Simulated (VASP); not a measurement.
BeS (v.bB): single point with PBE

The system is BeS (v.bB).

```
Be S
1.0
     0.00000    2.43789    2.43789
     2.43789    0.00000    2.43789
     2.43789    2.43789    0.00000
Be S
1 1
Direct
  0.00000 0.00000 0.00000
  0.25000 0.25000 0.25000
```

```
Program             : VASP 6.6.1
Task                : single point
Functional          : PBE
Potentials or basis : VASP PAW PBE potentials, release 64 (Be, S)
Cutoff              : 600 eV
k mesh              : 8 × 8 × 8
Occupations         : gaussian, width 0.02 eV
Spin                : no spin polarisation
```

- Pressure: 0.1 GPa
- Band gap on the k mesh: 3.15 eV, indirect (least direct gap 5.68 eV)

Levels at points of the mesh, in eV from the valence-band top:
```csv
k point,band 2,band 3,band 4,band 5,band 6,band 7
"(0.00, 0.00, 0.00)",0.00,0.00,0.00,5.68,5.68,5.68
"(0.50, 0.00, 0.00)",-5.69,-1.01,-1.01,5.42,6.57,6.57
"(0.50, 0.50, 0.00)",-4.94,-2.59,-2.59,3.15,4.93,12.65
```

Wall time 16 s on 1 thread of AMD EPYC 7R13 (shared host), peak memory 0.12 GiB.

A k mesh can miss the band edges.
